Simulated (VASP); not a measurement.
Runs of VASP 6.6.1 on MoOs. The structure is that of space group P-6m2 (No. 187), or close to it. The cells are those of the table. 

```csv
cell,gap on the mesh (eV),pressure (GPa)
"a = 2.618, b = 2.618, c = 5.090 Å, angles 90.0, 90.0, 120.0°, 2 atoms",none,(a)
"a = 2.695, b = 2.695, c = 4.803 Å, angles 90.0, 90.0, 120.0°, 2 atoms",none,-12.8
"a = 2.737, b = 2.737, c = 4.656 Å, angles 90.0, 90.0, 120.0°, 2 atoms",none,-15.0
"a = 2.997, b = 2.997, c = 3.884 Å, angles 90.0, 90.0, 120.0°, 2 atoms",none,-2.3
```

Alike in all rows: task single point; level LDA; potentials or basis VASP PAW LDA potentials, release 64 (Mo_sv, Os); no spin polarisation; k mesh 21 × 21 × 12; cutoff (eV) 520; smearing gaussian 0.15 eV.

**Question.** Estimate the missing entries.

**Answer.** (a) -4.4.

Caveats: spin-orbit coupling is left out, which moves the levels of the heavy elements.

A k mesh can miss the band edges, and the runs leave out spin-orbit coupling on Mo, Os.

A gap of «none» marks levels without a gap at the run's occupations.
